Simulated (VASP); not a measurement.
# Al3P2 (P4mm) in VASP: further runs, part 2 of 2

VASP 6.6.1. Earlier steps stand in the parts before.

### 3 Relaxation of cell and atoms, PBE

This run uses another cell than the first one, of 20.55 Å³/atom.

Contents of INCAR:

```
ALGO = Normal ; EDIFF = 1E-7
EDIFFG = -0.01 ; ENCUT = 600
GGA = PE ; IBRION = 2
ISIF = 3 ; ISMEAR = 0
LASPH = T ; LCHARG = F
LREAL = F ; LWAVE = F
NELM = 60 ; NSW = 100
PREC = Accurate ; SIGMA = 0.1
```

Contents of KPOINTS:

```
k-points
0
Gamma
  10 10 8
```

Contents of POSCAR:

```
Al3P2
1.0
    4.2562750741      0.0000000000      0.0000000000
    0.0000000000      4.2562750741      0.0000000000
    0.0000000000      0.0000000000      5.6704868019
Al P
3 2
Direct
    0.5000000000      0.0000000000      0.9886979634
    0.0000000000      0.5000000000      0.9886979634
    0.0000000000      0.0000000000      0.3268492573
    0.0000000000      0.0000000000      0.7517061438
    0.5000000000      0.5000000000      0.2140485923
```

Potentials or basis: VASP PAW PBE potentials, release 64 (Al, P).

On the command line:

```sh
$ cat potpaw_PBE.64/Al/POTCAR potpaw_PBE.64/P/POTCAR > POTCAR
$ mpirun -np 1 vasp_std > vasp.out
```

OUTCAR:

```text
EDIFF = 1E-7
   EDIFFG = -0.01
   ENCUT = 600
   GGA = PE
   IBRION = 2
   ISIF = 3
   ISMEAR = 0
   LASPH = T
   LREAL = F
   NELM = 60
   NSW = 100
   PREC = Accurate

 ion  position               nearest neighbor table
   1  0.500  0.000  0.989-   5 2.48   5 2.48   4 2.52   4 2.52   3 2.86   3 2.86   2 3.01   2 3.01
                             2 3.01   2 3.01
   2  0.000  0.500  0.989-   5 2.48   5 2.48   4 2.52   4 2.52   3 2.86   3 2.86   1 3.01   1 3.01
                             1 3.01   1 3.01
   3  0.000  0.000  0.327-   4 2.41   2 2.86   1 2.86   2 2.86   1 2.86   5 3.08   5 3.08   5 3.08
                             5 3.08
   4  0.000  0.000  0.752-   3 2.41   2 2.52   1 2.52   2 2.52   1 2.52
   5  0.500  0.500  0.214-   1 2.48   2 2.48   1 2.48   2 2.48   3 3.08   3 3.08   3 3.08   3 3.08

  LATTYP: Found a simple tetragonal cell.
 ALAT       =     4.2562750741
 C/A-ratio  =     1.3322651152

  Lattice vectors:

 A1 = (   4.2562750741,   0.0000000000,   0.0000000000)
 A2 = (   0.0000000000,   4.2562750741,   0.0000000000)
 A3 = (   0.0000000000,   0.0000000000,   5.6704868019)

Analysis of symmetry for initial positions (statically):
=====================================================================
 Subroutine PRICEL returns:
 Original cell was already a primitive cell.

 Routine SETGRP: Setting up the symmetry group for a
 simple tetragonal supercell.

 Subroutine GETGRP returns: Found  8 space group operations
 (whereof  8 operations were pure point group operations)
 out of a pool of 16 trial point group operations.

The static configuration has the point symmetry C_4v.

Analysis of symmetry for dynamics (positions and initial velocities):
=====================================================================
 Subroutine PRICEL returns:
 Original cell was already a primitive cell.

 Routine SETGRP: Setting up the symmetry group for a
 simple tetragonal supercell.

 Subroutine GETGRP returns: Found  8 space group operations
 (whereof  8 operations were pure point group operations)
 out of a pool of 16 trial point group operations.

[... 196 lines left out ...]

 Free energy of the ion-electron system (eV)
  ---------------------------------------------------
  ext. energy  EPLUGINS =         0.00000000
  ---------------------------------------------------
  free energy    TOTEN  =       -22.17607183 eV

  energy without entropy =      -22.16813524  energy(sigma->0) =      -22.17210354

 E-fermi :   6.1879     XC(G=0):  -9.1617

 val. band max:        6.1696053999   @ k =   0.2000   0.1000   0.5000
 cond. band min:       6.1931812001   @ k =   0.4000   0.1000   0.5000
 fundamental gap:      0.0235758002
 Fermi energy:         6.1878846915

 k-point     1 :       0.0000    0.0000    0.0000
  band No.  band energies     occupation
      1      -7.0914      2.00000
      2      -4.7550      2.00000
      3      -0.3610      2.00000
      4       1.1225      2.00000
      5       1.1225      2.00000
      6       2.1751      2.00000
      7       3.8493      2.00000
      8       3.8493      2.00000
      9       4.0258      2.00000
     10       4.1402      2.00000
     11       6.5576      0.00000
     12       7.9220      0.00000
     13       8.3839      0.00000
[... 354 lines left out ...]
  band No.  band energies     occupation
      1      -6.8087      2.00000
      2      -4.8858      2.00000
      3      -0.5819      2.00000
      4       0.2676      2.00000
      5       1.3956      2.00000
      6       1.9516      2.00000
      7       3.3209      2.00000
      8       3.6355      2.00000
      9       4.1470      2.00000
     10       5.7287      2.00000
     11       6.8671      0.00000
     12       7.6913      0.00000
     13       8.0784      0.00000

 [... further k-points ...]

------------------------ aborting loop because EDIFF is reached ----------------------------------------

  FORCE on cell =-STRESS in cart. coord.  units (eV):
  Direction    XX          YY          ZZ          XY          YZ          ZX
  --------------------------------------------------------------------------------------
  -------------------------------------------------------------------------------------
  Total        0.0206271      0.0206271     -0.0020182      0.0000000      0.0000000      0.0000000
  in kB        0.3220828      0.3220828     -0.0315128      0.0000000      0.0000000      0.0000000
  external PRESSURE =       0.2042176 kB  Pullay stress =       0.0000000 kB

 VOLUME and BASIS-vectors are now :
 -----------------------------------------------------------------------------
  energy-cutoff  :      600.00
  volume of cell :      102.61
      direct lattice vectors                 reciprocal lattice vectors
     4.255290870  0.000000000  0.000000000     0.235001562  0.000000000  0.000000000
     0.000000000  4.255290870  0.000000000     0.000000000  0.235001562  0.000000000
     0.000000000 -0.000000000  5.666592342     0.000000000  0.000000000  0.176472903

 POSITION                                       TOTAL-FORCE (eV/Angst)
 -----------------------------------------------------------------------------------
      2.12765     -0.00000      5.60268         0.000000      0.000000     -0.001163
      4.25529      2.12765      5.60268         0.000000      0.000000     -0.001163
      0.00000     -0.00000      1.85164         0.000000      0.000000     -0.002275
      4.25529     -0.00000      4.26040         0.000000     -0.000000      0.000459
      2.12765      2.12765      1.21236         0.000000     -0.000000      0.004142
 -----------------------------------------------------------------------------------
    total drift:                               -0.000000     -0.000000      0.000155

  FREE ENERGIE OF THE ION-ELECTRON SYSTEM (eV)
  ---------------------------------------------------
  free  energy   TOTEN  =       -22.1760718325 eV

  energy  without entropy=      -22.1681352442  energy(sigma->0) =      -22.17210354

 reached required accuracy - stopping structural energy minimisation
```

CONTCAR:

```text
Al3P2
   1.00000000000000
     4.2552908704406773    0.0000000000000000    0.0000000000000000
     0.0000000000000000    4.2552908704406773    0.0000000000000000
     0.0000000000000000   -0.0000000000000000    5.6665923418326809
  Al              P
     3     2
Direct
     0.5000000000000000    0.0000000000000000    0.9887204098756894
     1.0000000000000000    0.5000000000000000    0.9887204098756894
     0.0000000000000000    0.0000000000000000    0.3267650567704488
     1.0000000000000000    0.0000000000000000    0.7518447255825325
     0.5000000000000000    0.5000000000000000    0.2139493180956400

  0.00000000E+00  0.00000000E+00  0.00000000E+00
  0.00000000E+00  0.00000000E+00  0.00000000E+00
  0.00000000E+00  0.00000000E+00  0.00000000E+00
  0.00000000E+00  0.00000000E+00  0.00000000E+00
  0.00000000E+00  0.00000000E+00  0.00000000E+00
```

Wall time 5.8 min (1 thread of Intel Xeon 8259CL, shared host); peak memory 0.35 GiB.

What came out:

| Property | Result |
| --- | --- |
| Free energy | -22.1761 eV |
| Relaxed volume | 20.52 Å³/atom |
| Relaxed cell | a = 4.255 Å, b = 4.255 Å, c = 5.667 Å, α = 90.00°, β = 90.00°, γ = 90.00° |
| Space group after relaxing (to 0.1 Å) | P4mm (No. 99) |
| Energy gained by relaxing | 0.0 meV/atom |
| Ionic steps | 2 |
| Pressure after relaxing | 0.0 GPa |
| Largest force after relaxing | 0.004 eV/Å |
| Band gap on the k mesh | zero (an odd number of electrons rules out a gap without spin polarisation) |

Forces in eV/Å, atoms in the order of the input:
```
Al   0.000  0.000 -0.001
Al   0.000  0.000 -0.001
Al   0.000  0.000 -0.002
P    0.000  0.000  0.000
P    0.000  0.000  0.004
```

Final structure:
```xyz
5
Lattice="4.2553 0.0000 0.0000 0.0000 4.2553 0.0000 0.0000 0.0000 5.6666" Properties=species:S:1:pos:R:3 pbc="T T T"
Al    2.1276    0.0000    5.6027
Al    4.2553    2.1276    5.6027
Al    0.0000    0.0000    1.8516
P     4.2553    0.0000    4.2604
P     2.1276    2.1276    1.2124
```
